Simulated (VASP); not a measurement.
Here is a VASP 6.6.1 calculation.

Contents of INCAR:

```
ALGO = Normal
DIPOL = 0.5 0.5 0.500
EDIFF = 1E-6
ENCUT = 520
GGA = PE
IDIPOL = 3
ISIF = 2
ISMEAR = 0
LASPH = True
LCHARG = True
LDIPOL = True
LELF = True
LREAL = False
LVACPOTAV = True
LVHAR = True
LWAVE = False
NBANDS = 26
NELM = 100
PREC = Accurate
SIGMA = 0.05
```

File KPOINTS:

```
k-points
0
Gamma
  21 21 1
```

The input POSCAR:

```
BAs
1.0
    3.3778490900      0.0000000000      0.0000000000
   -1.6889245500      2.9253031300      0.0000000000
    0.0000000000      0.0000000000     26.9635073031
As B
4 4
Direct
    0.0000000000      0.0000000000      0.3337844702
    0.3333333334      0.6666666658      0.4360709501
    0.6666666676      0.3333333334      0.5397564139
    0.0000000000      0.0000000000      0.6464376089
    0.3333333334      0.6666666658      0.3593560902
    0.6666666676      0.3333333334      0.4616425700
    0.0000000000      0.0000000000      0.5647115423
    0.3333333334      0.6666666658      0.6609884745
```

Potentials or basis: VASP PAW PBE potentials, release 64 (As, B).

Run with:

```bash
$ cat potpaw_PBE.64/As/POTCAR potpaw_PBE.64/B/POTCAR > POTCAR
$ mpirun -np 1 vasp_std > vasp.out
```

Task: Predict the band gap on the k mesh.

Result: Zero (bands 16 and 17 overlap by 0.37 eV).

Task: What does it give for the largest force?

Result: 0.252 eV/Å.

Forces on the atoms (eV/Å):
```
As   0.000  0.000 -0.107
As   0.000  0.000  0.244
As   0.000  0.000  0.032
As   0.000  0.000 -0.074
B    0.000  0.000 -0.252
B    0.000  0.000  0.147
B    0.000  0.000 -0.015
B    0.000  0.000  0.025
```
